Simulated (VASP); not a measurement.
# MoW3 (P4/mmm) in VASP: notebook

Runs on MoW3. Level: PBE. Tasks: single point.

Program: VASP 6.6.1. These are calculated values, not measurements. Logs are shortened: lines on timing, memory, paths and dates and some standing lists are left out, and cuts for length are marked.

### 1 The cell of the first run

Symmetry: P4/mmm, No. 123, tetragonal system. The conventional cell has a = 3.239 Å, b = 3.239 Å, c = 6.483 Å, α = 90.00°, β = 90.00°, γ = 90.00°. Mo (site symmetry 4/mmm) has 10 W at 2.80 to 3.24 Å and 4 Mo at 3.24 Å within 3.7 Å. W (site symmetry 4mm) has 4 Mo at 2.80 Å and 10 W at 2.81 to 3.25 Å within 3.7 Å. W (site symmetry 4/mmm) has 12 W at 2.81 to 3.24 Å and 2 Mo at 3.24 Å within 3.7 Å.

### 2 Single point, PBE (17.01 Å³/atom)

The input, INCAR:

```
SYSTEM = MoW3
ALGO = Normal
EDIFF = 1E-6
ENCUT = 500
GGA = PE
GGA_COMPAT = .False.
ISIF = 2
ISMEAR = 0
LASPH = .True.
LCHARG = .True.
LELF = .True.
LREAL = .False.
LVHAR = .True.
LWAVE = .False.
NBANDS = 36
NELM = 120
PREC = Accurate
SIGMA = 0.1
```

The input, KPOINTS:

```
k-points
0
Gamma
  14 14 8
  0 0 0
```

The input, POSCAR:

```
MoW3
1.0
    3.2394582349      0.0000000000      0.0000000000
    0.0000000000      3.2394582349      0.0000000000
    0.0000000000      0.0000000000      6.4828934954
Mo W
1 3
Direct
    0.0000000000      0.0000000000      0.0000000000
    0.5000000000      0.5000000000      0.2496617555
    0.0000000000      0.0000000000      0.5000000000
    0.5000000000      0.5000000000      0.7503382445
```

Potentials or basis: VASP PAW PBE potentials, release 64 (Mo_sv, W_sv).

Command:

```
$ cat potpaw_PBE.64/Mo_sv/POTCAR potpaw_PBE.64/W_sv/POTCAR > POTCAR
$ mpirun -np 1 vasp_std > vasp.out
```

OUTCAR:

```text
SYSTEM = MoW3
   EDIFF = 1E-6
   ENCUT = 500
   GGA = PE
   ISIF = 2
   ISMEAR = 0
   LASPH = .True.
   LREAL = .False.
   NELM = 120
   PREC = Accurate

 ion  position               nearest neighbor table
   1  0.000  0.000  0.000-   2 2.80   4 2.80   2 2.80   4 2.80   2 2.80   4 2.80   2 2.80   4 2.80
                             3 3.24   3 3.24
   2  0.500  0.500  0.250-   1 2.80   1 2.80   1 2.80   1 2.80   3 2.81   3 2.81   3 2.81   3 2.81
                             4 3.24   4 3.25
   3  0.000  0.000  0.500-   2 2.81   4 2.81   2 2.81   4 2.81   2 2.81   4 2.81   2 2.81   4 2.81
                             1 3.24   1 3.24
   4  0.500  0.500  0.750-   1 2.80   1 2.80   1 2.80   1 2.80   3 2.81   3 2.81   3 2.81   3 2.81
                             2 3.24   2 3.25

  LATTYP: Found a simple tetragonal cell.
 ALAT       =     3.2394582349
 C/A-ratio  =     2.0012276823

  Lattice vectors:

 A1 = (   3.2394582349,   0.0000000000,   0.0000000000)
 A2 = (   0.0000000000,   3.2394582349,   0.0000000000)
 A3 = (   0.0000000000,   0.0000000000,   6.4828934954)

Analysis of symmetry for initial positions (statically):
=====================================================================
 Subroutine PRICEL returns:
 Original cell was already a primitive cell.

 Routine SETGRP: Setting up the symmetry group for a
 simple tetragonal supercell.

 Subroutine GETGRP returns: Found 16 space group operations
 (whereof 16 operations were pure point group operations)
 out of a pool of 16 trial point group operations.

The static configuration has the point symmetry D_4h.

Analysis of symmetry for dynamics (positions and initial velocities):
=====================================================================
 Subroutine PRICEL returns:
 Original cell was already a primitive cell.

 Routine SETGRP: Setting up the symmetry group for a
 simple tetragonal supercell.

 Subroutine GETGRP returns: Found 16 space group operations
 (whereof 16 operations were pure point group operations)
 out of a pool of 16 trial point group operations.

The dynamic configuration has the point symmetry D_4h.

 Subroutine INISYM returns: Found 16 space group operations
 (whereof 16 operations are pure point group operations),
 and found     1 'primitive' translations

----------------------------------------------------------------------------------------

                                     Primitive cell

  volume of cell :      68.0321
[... 93 lines left out ...]
   EDIFF  = 0.1E-05   stopping-criterion for ELM
   LREAL  =      F    real-space projection
   EDIFFG = 0.1E-04   stopping-criterion for IOM
   NSW    =      0    number of steps for IOM
   IBRION =     -1    ionic relax: 0-MD 1-quasi-New 2-CG
   NFREE  =      0    steps in history (QN), initial steepest desc. (CG)
   ISIF   =      2    stress and relaxation
   ISYM   =      2    0-nonsym 1-usesym 2-fastsym
   POTIM  = 0.5000    time-step for ionic-motion
   TEBEG  =    0.0;   TEEND  =   0.0 temperature during run
   PSTRESS=    0.0 pullay stress
   NELECT =      56.0000    total number of electrons
   NUPDOWN=      -1.0000    fix difference up-down
   EMIN   =  10.00;   EMAX   =-10.00  energy-range for DOS
   EFERMI =   0.00;   METHOD = LEGACY
   ISMEAR =     0;   SIGMA  =   0.10  broadening in eV -4-tet -1-fermi 0-gaus
   EFERMI_NEDOS =   21; number of points for ismear=-14 and -15
   IALGO  =     38    algorithm
   IMIX   =      4    mixing-type and parameters
     AMIX     =   0.40;   BMIX     =  1.00
     AMIX_MAG =   1.60;   BMIX_MAG =  1.00
  volume/ion in A,a.u.               =      17.01       114.78
  Fermi-wavevector in a.u.,A,eV,Ry     =   1.534262  2.899335 32.027582  2.353961
  Thomas-Fermi vector in A             =   2.641215
   LORBIT       =      0    0 simple, 1 ext, 2 COOP (PROOUT), +10 PAW based schemes
   GGA     = PE    functional components
   LHFCALC =     F    Hartree Fock is set to
   AEXX    =    0.0000 exact exchange contribution
   IVDW    =     0    specifies the selected vdW correction
   LEPSILON=     F    determine dielectric tensor
   LRPA    =     F    only Hartree local field effects (RPA)
 non-spin polarized calculation
 Gauss-broadening in eV      SIGMA  =   0.10
  energy-cutoff  :      500.00
  volume of cell :       68.03
 maximum number of plane-waves:      1784
 NGX is ok and might be reduce to    24
   NGX = 11   NGY = 11   NGZ = 23

 number of electron      55.9999994 magnetization

 Free energy of the ion-electron system (eV)
  ---------------------------------------------------
  ext. energy  EPLUGINS =         0.00000000
  ---------------------------------------------------
  free energy    TOTEN  =       -49.64044153 eV

  energy without entropy =      -49.63075365  energy(sigma->0) =      -49.63559759

 E-fermi :  10.6900     XC(G=0): -13.1670

 val. band max:       10.6787116732   @ k =   0.0714   0.0714   0.5000
 cond. band min:      10.7071132602   @ k =   0.4286   0.4286   0.0000
 fundamental gap:      0.0284015870
 Fermi energy:        10.6899773114

 k-point     1 :       0.0000    0.0000    0.0000
  band No.  band energies     occupation
      1     -63.6212      2.00000
      2     -63.5851      2.00000
      3     -63.4698      2.00000
      4     -50.4292      2.00000
      5     -27.9391      2.00000
      6     -27.9092      2.00000
[... 925 lines left out ...]
     35      13.4447      0.00000
     36      13.5192      0.00000

 [... further k-points ...]

------------------------ aborting loop because EDIFF is reached ----------------------------------------

  FORCE on cell =-STRESS in cart. coord.  units (eV):
  Direction    XX          YY          ZZ          XY          YZ          ZX
  --------------------------------------------------------------------------------------
  -------------------------------------------------------------------------------------
  Total       -6.2515377     -6.2515377     -6.2586000      0.0000000      0.0000000      0.0000000
  in kB     -147.2257516   -147.2257516   -147.3920721      0.0000000      0.0000000      0.0000000
  external PRESSURE =    -147.2811917 kB  Pullay stress =       0.0000000 kB

 VOLUME and BASIS-vectors are now :
 -----------------------------------------------------------------------------
  energy-cutoff  :      500.00
  volume of cell :       68.03
      direct lattice vectors                 reciprocal lattice vectors
     3.239458235  0.000000000  0.000000000     0.308693592  0.000000000  0.000000000
     0.000000000  3.239458235  0.000000000     0.000000000  0.308693592  0.000000000
     0.000000000  0.000000000  6.482893495     0.000000000  0.000000000  0.154252110

 POSITION                                       TOTAL-FORCE (eV/Angst)
 -----------------------------------------------------------------------------------
      0.00000      0.00000      0.00000        -0.000000     -0.000000      0.000000
      1.61973      1.61973      1.61853         0.000000      0.000000     -0.002656
      0.00000      0.00000      3.24145        -0.000000     -0.000000      0.000000
      1.61973      1.61973      4.86436        -0.000000      0.000000      0.002656
 -----------------------------------------------------------------------------------
    total drift:                                0.000000     -0.000000      0.000000

  FREE ENERGIE OF THE ION-ELECTRON SYSTEM (eV)
  ---------------------------------------------------
  free  energy   TOTEN  =       -49.6404415283 eV

  energy  without entropy=      -49.6307536514  energy(sigma->0) =      -49.63559759
```

Wall time 7.3 min (1 thread of Oxide Virtual Turin-like, shared host); peak memory 0.4 GiB.

Results:

| Quantity | Value |
| --- | --- |
| Free energy | -49.6404 eV |
| Pressure | -14.7 GPa |
| Band gap on the k mesh | zero (bands 28 and 29 overlap by 1.15 eV) |

Forces in eV/Å, atoms in the order of the input:
```
Mo   0.000  0.000  0.000
W    0.000  0.000 -0.003
W    0.000  0.000  0.000
W    0.000  0.000  0.003
```

Caveat: the cell stands under tension; spin-orbit coupling is left out, which moves the levels of the heavy elements.

### 3 Single point, PBE

The input, INCAR:

```
  PREC = Accurate
  ENCUT = 500
  EDIFF = 1E-6
  ISMEAR = 0
  SIGMA = 0.1
  LREAL = F
  LASPH = T
  NELM = 120
  ALGO = Normal
  ISIF = 2
  LWAVE = F
  LCHARG = F
  GGA = PE
  NBANDS = 36
  GGA_COMPAT = F
```

The input, KPOINTS:

```
regular mesh
0
Gamma
  14 14 8
```

POSCAR is that of step 2.

Potentials or basis: VASP PAW PBE potentials, release 64 (Mo_sv, W_sv).

Command:

```
$ cat potpaw_PBE.64/Mo_sv/POTCAR potpaw_PBE.64/W_sv/POTCAR > POTCAR
$ mpirun -np 1 vasp_std > vasp.out
```

It took 7.4 min on 1 thread of Oxide Virtual Turin-like, shared host; peak memory 0.4 GiB.

The run converged. Its results:

* Free energy: -49.6404 eV
* Pressure: -14.7 GPa
* Band gap on the k mesh: zero (bands 28 and 29 overlap by 1.15 eV)

Forces on the atoms (eV/Å):
```
Mo   0.000  0.000  0.000
W    0.000  0.000 -0.003
W    0.000  0.000  0.000
W    0.000  0.000  0.003
```

Levels at points of the mesh, in eV from the Fermi level:
```tsv
k point	band 25	band 26	band 27	band 28	band 29	band 30	band 31	band 32
(0.00, 0.00, 0.00)	-1.19	-1.18	-0.60	-0.60	-0.46	-0.46	0.97	1.24
(0.50, 0.00, 0.00)	-0.62	-0.61	-0.48	-0.46	0.65	0.66	0.96	1.24
(0.50, 0.50, 0.00)	-2.70	-2.70	0.66	0.66	1.65	1.85	2.07	2.67
(0.00, 0.00, 0.50)	-1.16	-1.16	-0.65	-0.49	0.20	0.37	1.50	1.50
(0.50, 0.00, 0.50)	-1.98	-1.82	-1.80	-1.79	0.72	0.76	0.99	1.01
(0.50, 0.50, 0.50)	-1.16	-1.16	-0.86	-0.86	1.87	2.07	2.25	2.40
```

Caveat: the cell stands under tension; spin-orbit coupling is left out, which moves the levels of the heavy elements.

[end of part 1 of 2]

The gap in the log of VASP goes by the Fermi energy; the results here count the filled bands.